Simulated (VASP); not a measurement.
The system is PbF2.

```
Pb F
1.0
     0.00000    2.96044    2.96044
     2.96044    0.00000    2.96044
     2.96044    2.96044    0.00000
Pb F
1 2
Direct
  0.00000 0.00000 0.00000
  0.25000 0.25000 0.25000
  0.75000 0.75000 0.75000
```

Base run:

* Program: VASP 6.6.1
* Functional: PBE
* Potentials or basis: VASP PAW PBE potentials, release 64 (Pb_d, F)
* Cutoff: 520 eV
* k mesh: 6 × 6 × 6
* Occupations: gaussian, width 0.01 eV
* Spin: no spin polarisation

Its results: band gap on the k mesh 4.44 eV, indirect (least direct gap 4.56 eV); pressure 2.7 GPa.

Task: The run is repeated on the same cell with these changes: functional from PBE to HSE06. What comes out?

Result: Band gap on the k mesh 5.75 eV, indirect (least direct gap 5.85 eV); pressure 1.1 GPa.

HSE06 gives the wider gap, since exact exchange removes part of the self-interaction.

Caveats: spin-orbit coupling is left out, which moves the levels of the heavy elements; the PAW data sets were made with another functional, which shifts forces and pressure a little (some runs).

A k mesh can miss the band edges.
